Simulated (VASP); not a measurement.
A run of VASP 6.6.1 is set up as follows.

INCAR

```
SYSTEM = FePt
  PREC = Accurate
  ENCUT = 520
  EDIFF = 1E-7
  ISMEAR = -1
  SIGMA = 0.05
  LREAL = .False.
  LASPH = .True.
  NELM = 150
  ALGO = Normal
  ISIF = 2
  LWAVE = .False.
  LCHARG = .True.
  ISPIN = 2
  MAGMOM = 0 3
  LORBIT = 11
  LMAXMIX = 4
  GGA = PE
  LELF = .True.
  LVHAR = .True.
  NBANDS = 20
```

Contents of KPOINTS:

```
regular mesh
0
Gamma
  10 10 7
  0 0 0
```

The input POSCAR:

```
FePt
1.0
    2.7357021443      0.0000000000      0.0000000000
    0.0000000000      2.7357021443      0.0000000000
    0.0000000000      0.0000000000      3.7474181793
Pt Fe
1 1
Direct
    0.5000000000      0.5000000000      0.5000000000
    0.0000000000      0.0000000000      0.0000000000
```

Potentials or basis: VASP PAW PBE potentials, release 64 (Pt, Fe).

The run is started by

```bash
$ cat potpaw_PBE.64/Pt/POTCAR potpaw_PBE.64/Fe/POTCAR > POTCAR
$ mpirun -np 1 vasp_std > vasp.out
```

Task: What does it give for the net moment?

Result: 3.30 μB per cell.

Task: Estimate the site moments.

Result: Pt +0.34; Fe +2.94 μB.

Stress tensor (GPa, compression positive):
```
-0.44  0.00  0.00
 0.00 -0.44  0.00
 0.00  0.00 -0.34
```
